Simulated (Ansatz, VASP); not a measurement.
# ScPbS4: VASP beside Ansatz

```xyz
6
Lattice="0.0000 4.0270 4.0270 4.0270 0.0000 4.0270 4.0270 4.0270 0.0000" Properties=species:S:1:pos:R:3 pbc="T T T"
Sc    6.0405    6.0405    6.0405
Pb    0.0000    0.0000    0.0000
S     5.0337    5.0337    3.0202
S     5.0337    3.0202    5.0337
S     3.0202    5.0337    5.0337
S     3.0202    3.0202    3.0202
```

Change from the starting cell: species swapped into the MgCu4Sn type (F-43m, No. 216).

Alike in both runs: task relaxation of cell and atoms; functional PBE; k mesh 4 × 4 × 4; occupations gaussian, width 0.1 eV; no spin polarisation.

|  | VASP | Ansatz |
| --- | --- | --- |
| version | VASP 6.6.1 | Ansatz 0.2.0 |
| potentials or method | VASP PAW PBE potentials, release 64 (Sc_sv, Pb_d, S), cutoff 600 eV | scalar-relativistic, plane waves, PAW |
| valence electrons in the cell | 49 | 49 |

```tsv
	VASP	Ansatz	Ansatz less VASP
gap on the k mesh at the Fermi level, each at its own relaxed structure (eV)	none	none	-
relaxed volume (Å³/atom)	19.82	19.87	+0.045
relaxed cell length with the largest relative difference (Å)	5.520	5.524	+0.0042
```

A gap of «none» marks a metal or a gap that the smearing closes.

Spin-orbit coupling is off throughout.
